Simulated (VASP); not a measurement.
# Al2Ga3P5 (P1) in VASP: relaxation of cell and atoms with PBE

Aim: the relaxation of cell and atoms of Al2Ga3P5 with PBE.

Everything below comes from runs of VASP 6.6.1. Logs are shortened: lines on timing, memory, paths and dates and some standing lists are left out, and cuts for length are marked.

## 1. The cell of the first run

The typed cell holds 10 atoms: a = 3.811 Å, b = 4.010 Å, c = 14.047 Å, α = 98.79°, β = 97.62°, γ = 88.17°.

## 2. Relaxation of cell and atoms, PBE

INCAR reads:

```
SYSTEM = Al2Ga3P5
ALGO = Normal
EDIFF = 1E-7
EDIFFG = -0.025
ENCUT = 500
GGA = PE
GGA_COMPAT = .FALSE.
IBRION = 2
ISIF = 3
ISMEAR = 0
LASPH = .TRUE.
LCHARG = .FALSE.
LREAL = .FALSE.
LWAVE = .FALSE.
NELM = 120
NELMIN = 4
NSW = 80
PREC = Accurate
SIGMA = 0.1
```

KPOINTS reads:

```
k-points
0
G
  4 4 4
  0 0 0
```

POSCAR reads:

```
Al2Ga3P5
1.0
    0.0625945560     -3.8105244617      0.0149159302
    4.0098387824     -0.0625945560     -0.0117916126
   -2.0779049099      1.8838255100     13.7639368471
Al Ga P
2 3 5
Direct
    0.8027638325      0.7890029455      0.5987435042
    0.1970488231      0.1776264790      0.4030011704
    0.5871145612      0.5958293713      0.1948539209
   -0.0051450562     -0.0044564994      0.0014054522
    0.4036055393      0.4275430692      0.8037616875
    0.9447935870      0.4368169849      0.8951134817
    0.3564137197      0.8405530495      0.7042168038
    0.7351025489      0.2637894212      0.4986976370
    0.1609128368      0.6717867133      0.2945207436
    0.5673896078      0.0515084656      0.1056855987
```

Potentials or basis: VASP PAW PBE potentials, release 64 (Al, Ga_d, P).

Launch:

```bash
$ cat potpaw_PBE.64/Al/POTCAR potpaw_PBE.64/Ga_d/POTCAR potpaw_PBE.64/P/POTCAR > POTCAR
$ mpirun -np 1 vasp_std > vasp.out
```

OUTCAR:

```text
SYSTEM = Al2Ga3P5
   EDIFF = 1E-7
   EDIFFG = -0.025
   ENCUT = 500
   GGA = PE
   IBRION = 2
   ISIF = 3
   ISMEAR = 0
   LASPH = .TRUE.
   LREAL = .FALSE.
   NELM = 120
   NELMIN = 4
   NSW = 80
   PREC = Accurate

 ion  position               nearest neighbor table
   1  0.803  0.789  0.599-   8 2.35   7 2.38   7 2.41   8 2.52
   2  0.197  0.178  0.403-   8 2.30   8 2.34   9 2.34   9 2.67
   3  0.587  0.596  0.195-   9 2.27  10 2.34  10 2.36   9 2.44
   4  0.995  0.996  0.001-  10 2.32  10 2.46   6 2.47   6 2.49
   5  0.404  0.428  0.804-   6 2.28   6 2.30   7 2.31   7 2.55
   6  0.945  0.437  0.895-   5 2.28   5 2.30   4 2.47   4 2.49
   7  0.356  0.841  0.704-   5 2.31   1 2.38   1 2.41   5 2.55
   8  0.735  0.264  0.499-   2 2.30   2 2.34   1 2.35   1 2.52
   9  0.161  0.672  0.295-   3 2.27   2 2.34   3 2.44   2 2.67
  10  0.567  0.052  0.106-   4 2.32   3 2.34   3 2.36   4 2.46

  LATTYP: Found a triclinic cell.
 ALAT       =     4.0103446462
 B/A-ratio  =     1.4014062967
 C/A-ratio  =     3.4924920661
 COS(alpha) =     0.0108846231
 COS(beta)  =     0.1330012570
 COS(gamma) =     0.7352799426

  Lattice vectors:

 A1 = (  -4.0098387824,   0.0625945560,   0.0117916126)
 A2 = (  -4.0724333384,   3.8731190177,  -0.0031243176)
 A3 = (  -1.9319338725,  -1.8212309540, -13.7521452345)

Analysis of symmetry for initial positions (statically):
=====================================================================
 Subroutine PRICEL returns:
 Original cell was already a primitive cell.

 Routine SETGRP: Setting up the symmetry group for a
 triclinic supercell.

 Subroutine GETGRP returns: Found  1 space group operations
 (whereof  1 operations were pure point group operations)
 out of a pool of  2 trial point group operations.

The static configuration has the point symmetry C_1 .

Analysis of symmetry for dynamics (positions and initial velocities):
=====================================================================
 Subroutine PRICEL returns:
 Original cell was already a primitive cell.

 Routine SETGRP: Setting up the symmetry group for a
 triclinic supercell.

 Subroutine GETGRP returns: Found  1 space group operations
 (whereof  1 operations were pure point group operations)
[... 134 lines left out ...]
   EFERMI_NEDOS =   21; number of points for ismear=-14 and -15
   IALGO  =     38    algorithm
   IMIX   =      4    mixing-type and parameters
     AMIX     =   0.40;   BMIX     =  1.00
     AMIX_MAG =   1.60;   BMIX_MAG =  1.00
  volume/ion in A,a.u.               =      21.03       141.90
  Fermi-wavevector in a.u.,A,eV,Ry     =   1.134611  2.144104 17.515349  1.287342
  Thomas-Fermi vector in A             =   2.271315
   LORBIT       =      0    0 simple, 1 ext, 2 COOP (PROOUT), +10 PAW based schemes
   GGA     = PE    functional components
   LHFCALC =     F    Hartree Fock is set to
   AEXX    =    0.0000 exact exchange contribution
   IVDW    =     0    specifies the selected vdW correction
   LEPSILON=     F    determine dielectric tensor
   LRPA    =     F    only Hartree local field effects (RPA)
 conjugate gradient relaxation of ions
 non-spin polarized calculation
 Gauss-broadening in eV      SIGMA  =   0.10
  energy-cutoff  :      500.00
  volume of cell :      210.27
 maximum number of plane-waves:      5378
   NGX = 13   NGY = 15   NGZ = 51

--------------------------------------- Ionic step        1  -------------------------------------------

 number of electron      69.9999999 magnetization

 Free energy of the ion-electron system (eV)
  ---------------------------------------------------
  ext. energy  EPLUGINS =         0.00000000
  ---------------------------------------------------
  free energy    TOTEN  =       -47.19563472 eV

  energy without entropy =      -47.19563472  energy(sigma->0) =      -47.19563472

------------------------ aborting loop because EDIFF is reached ----------------------------------------

  FORCE on cell =-STRESS in cart. coord.  units (eV):
  Direction    XX          YY          ZZ          XY          YZ          ZX
  --------------------------------------------------------------------------------------
  -------------------------------------------------------------------------------------
  Total       -4.2978197      6.2785349      0.1141169      1.3975662      1.6854472      0.9056588
  in kB      -32.7474185     47.8395618      0.8695186     10.6488146     12.8423361      6.9007057
  external PRESSURE =       5.3205540 kB  Pullay stress =       0.0000000 kB
[... 113 lines left out ...]
  FREE ENERGIE OF THE ION-ELECTRON SYSTEM (eV)
  ---------------------------------------------------
  free  energy   TOTEN  =       -47.8250965346 eV

  energy  without entropy=      -47.8250965345  energy(sigma->0) =      -47.82509653

[... ionic steps 4 to 9 ...]

--------------------------------------- Ionic step       10  -------------------------------------------

 number of electron      70.0000022 magnetization

------------------------ aborting loop because EDIFF is reached ----------------------------------------
[... 83 lines left out ...]
--------------------------------------- Ionic step       12  -------------------------------------------

 number of electron      70.0000011 magnetization

 Free energy of the ion-electron system (eV)
  ---------------------------------------------------
  ext. energy  EPLUGINS =         0.00000000
  ---------------------------------------------------
  free energy    TOTEN  =       -47.93384212 eV

  energy without entropy =      -47.93384212  energy(sigma->0) =      -47.93384212

 E-fermi :   4.8601     XC(G=0):  -9.4517

 val. band max:        4.3893042449   @ k =   0.0000   0.0000   0.0000
 cond. band min:       5.8736745006   @ k =   0.0000   0.0000   0.0000
 fundamental gap:      1.4843702557
 Fermi energy:         4.8601156466

 k-point     1 :       0.0000    0.0000    0.0000
  band No.  band energies     occupation
      1     -10.0737      2.00000
      2     -10.0454      2.00000
      3      -9.9969      2.00000
      4      -9.9811      2.00000
      5      -9.9807      2.00000
      6      -9.9674      2.00000
[... 1069 lines left out ...]
     41       8.6626      0.00000
     42       8.7716      0.00000

 [... further k-points ...]

------------------------ aborting loop because EDIFF is reached ----------------------------------------

  FORCE on cell =-STRESS in cart. coord.  units (eV):
  Direction    XX          YY          ZZ          XY          YZ          ZX
  --------------------------------------------------------------------------------------
  -------------------------------------------------------------------------------------
  Total       -0.0012367      0.0609192      0.0660863     -0.0731321      0.0044803      0.0350950
  in kB       -0.0094866      0.4673000      0.5069358     -0.5609830      0.0343675      0.2692076
  external PRESSURE =       0.3215831 kB  Pullay stress =       0.0000000 kB
[... 25 lines left out ...]
  FREE ENERGIE OF THE ION-ELECTRON SYSTEM (eV)
  ---------------------------------------------------
  free  energy   TOTEN  =       -47.9338421216 eV

  energy  without entropy=      -47.9338421216  energy(sigma->0) =      -47.93384212

 reached required accuracy - stopping structural energy minimisation
```

CONTCAR:

```text
Al2Ga3P5
   1.00000000000000
    -0.0038990540274738   -3.9117559085264584    0.0006871489540746
     3.9123027413912879    0.0018296263583946   -0.0007708354573890
    -1.9560705459275605    1.9550385460719040   13.6479130995859830
  Al              Ga              P
     2     3     5
Direct
     0.8002342633081941    0.8007257347431813    0.5999365627013057
     0.1972053142903368    0.1997087660133081    0.4000575666349345
     0.6004542952747449    0.5995730119393148    0.2001013834746576
     0.0019152626994030    0.9976687403061703    0.9999446507938180
     0.4004684800219860    0.4024438127224482    0.8000756330095390
     0.9506896949347180    0.4483212691371524    0.9000352771123363
     0.3501596603048022    0.8520134460047747    0.6994016983085591
     0.7474633205336715    0.2503770644392422    0.4999065654150458
     0.1499818172899444    0.6499037193260732    0.3006781402631127
     0.5514278914422077    0.0492644354683368    0.0998625222866983

  0.00000000E+00  0.00000000E+00  0.00000000E+00
  0.00000000E+00  0.00000000E+00  0.00000000E+00
  0.00000000E+00  0.00000000E+00  0.00000000E+00
  0.00000000E+00  0.00000000E+00  0.00000000E+00
  0.00000000E+00  0.00000000E+00  0.00000000E+00
  0.00000000E+00  0.00000000E+00  0.00000000E+00
  0.00000000E+00  0.00000000E+00  0.00000000E+00
  0.00000000E+00  0.00000000E+00  0.00000000E+00
  0.00000000E+00  0.00000000E+00  0.00000000E+00
  0.00000000E+00  0.00000000E+00  0.00000000E+00
```

It took 43 min on 1 thread of Oxide Virtual Turin-like, shared host; peak memory 0.42 GiB.

What came out:

```yaml
Free_energy: -47.9338 eV
Relaxed_volume: 20.89 Å³/atom
Relaxed_cell: a = 3.912 Å, b = 3.912 Å, c = 13.925 Å, α = 98.08°, β = 98.05°, γ = 90.08°
Space_group_after_relaxing_to_0.1_Å: I-4m2 (No. 119)
Energy_gained_by_relaxing: 73.8 meV/atom
Ionic_steps: 12
Pressure_after_relaxing: 0.0 GPa
Largest_force_after_relaxing: 0.022 eV/Å
Band_gap_on_the_k_mesh: 1.48 eV
```

Forces in eV/Å, atoms in the order of the input:
```
Al  -0.003  0.004 -0.006
Al   0.004 -0.019  0.002
Ga   0.000  0.013 -0.016
Ga   0.017  0.012  0.005
Ga  -0.012 -0.004 -0.017
P    0.010  0.004 -0.001
P   -0.018  0.006  0.003
P    0.003 -0.010  0.015
P    0.000 -0.009 -0.005
P    0.000  0.003  0.022
```

Stress tensor (GPa, compression positive):
```
 0.00 -0.06  0.03
-0.06  0.05  0.00
 0.03  0.00  0.05
```

Step by step:
```tsv
step	energy change (eV)	largest force (eV/Å)	pressure (GPa)	volume (Å³)
1	0.0000	1.8203	0.53	210.27
2	-0.6197	0.7491	-1.09	212.24
3	-0.6295	0.6768	-1.18	212.49
4	-0.7204	0.2803	0.38	207.99
5	-0.7222	0.2353	0.16	208.54
6	-0.7314	0.1066	-0.09	209.16
7	-0.7314	0.1118	-0.11	209.21
8	-0.7343	0.0670	0.00	208.93
9	-0.7347	0.0834	0.06	208.77
10	-0.7364	0.0636	0.02	208.89
11	-0.7374	0.0441	-0.04	209.06
12	-0.7382	0.0219	0.03	208.87
```

Final structure:
```yaml
crystal:
  lattice:
    - [-0.00390, -3.91176, 0.00069]
    - [3.91230, 0.00183, -0.00077]
    - [-1.95607, 1.95504, 13.64791]
  atoms:
    - { symbol: Al, position: [0.80023, 0.80073, 0.59994] }
    - { symbol: Al, position: [0.19721, 0.19971, 0.40006] }
    - { symbol: Ga, position: [0.60045, 0.59957, 0.20010] }
    - { symbol: Ga, position: [0.00192, 0.99767, 0.99994] }
    - { symbol: Ga, position: [0.40047, 0.40244, 0.80008] }
    - { symbol: P, position: [0.95069, 0.44832, 0.90004] }
    - { symbol: P, position: [0.35016, 0.85201, 0.69940] }
    - { symbol: P, position: [0.74746, 0.25038, 0.49991] }
    - { symbol: P, position: [0.14998, 0.64990, 0.30068] }
    - { symbol: P, position: [0.55143, 0.04926, 0.09986] }
```

A k mesh can miss the band edges.
